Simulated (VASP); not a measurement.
Write the native input for VASP 6.6.1 that does the following.

```
Task                   : single point
Functional             : LDA
Potentials or basis    : VASP PAW LDA potentials, release 64 (Ge_d)
Cutoff                 : 520 eV
k mesh                 : 16 × 16 × 16
Occupations            : gaussian, width 0.15 eV
Spin                   : no spin polarisation
Dipole correction      : no
Further INCAR settings : ALGO = Normal; EDIFF = 1e-06; NBANDS = 21
```

The structure of Ge lies in POSCAR:

```
Ge
1.0
    0.0000000000      2.6521994319      2.6521994319
    2.6521994319      0.0000000000      2.6521994319
    2.6521994319      2.6521994319      0.0000000000
Ge
2
Direct
    0.5000000000      0.5000000000      0.5000000000
    0.7500000000      0.7500000000      0.7500000000
```

This cell differs from its parent crystal: volume 18.656 Å^3 an atom, c/a of the conventional cell 1.0000.

These files were run (other wordings do the same):

INCAR

```
ALGO = Normal
EDIFF = 1E-6
ENCUT = 520
GGA = CA
ISIF = 2
ISMEAR = 0
LASPH = T
LCHARG = F
LREAL = F
LWAVE = F
NBANDS = 21
NELM = 80
PREC = Accurate
SIGMA = 0.15
```

KPOINTS

```
k-points
0
Gamma
  16 16 16
```

Potentials or basis: VASP PAW LDA potentials, release 64 (Ge_d).

Run with:

```sh
$ cat potpaw_LDA.64/Ge_d/POTCAR > POTCAR
$ mpirun -np 1 vasp_std > vasp.out
```

Results of the run:

| Quantity | Value |
| --- | --- |
| Pressure | 19.3 GPa |
| Band gap on the k mesh | 0.19 eV, indirect (least direct gap 1.74 eV) |

Wall time 40 s on 1 thread of Intel(R) Xeon(R) 6975P-C (Granite Rapids), on a shared host, peak memory 0.2 GiB.
